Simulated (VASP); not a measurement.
BeTe:

```
CELL_PARAMETERS angstrom
0.00000 2.82862 2.82862
2.89368 0.00000 2.82862
2.89368 2.82862 0.00000
ATOMIC_POSITIONS crystal
Be 0.00000 0.00000 0.00000
Te 0.25000 0.25000 0.25000
```

This cell differs from its parent crystal: uniaxial x strain +2.3%.

Base run:

- Program: VASP 6.6.1
- Functional: PBE
- Potentials or basis: VASP PAW PBE potentials, release 64 (Be, Te)
- Cutoff: 520 eV
- k mesh: 8 × 8 × 8
- Occupations: fermi-dirac, width 0.02 eV
- Spin: no spin polarisation

Its results: band gap on the k mesh 1.97 eV (least direct gap 3.52 eV); pressure -0.9 GPa.

Q: The run is repeated on the same cell with these changes: functional from PBE to r2SCAN; occupations from fermi-dirac, width 0.02 eV to gaussian, width 0.01 eV. What comes out?

A: Band gap on the k mesh 2.33 eV (least direct gap 4.00 eV); pressure -1.2 GPa.

Caveats: spin-orbit coupling is left out, which moves the levels of the heavy elements; the PAW data sets were made with another functional, which shifts forces and pressure a little (at least some runs).

A k mesh can miss the band edges.
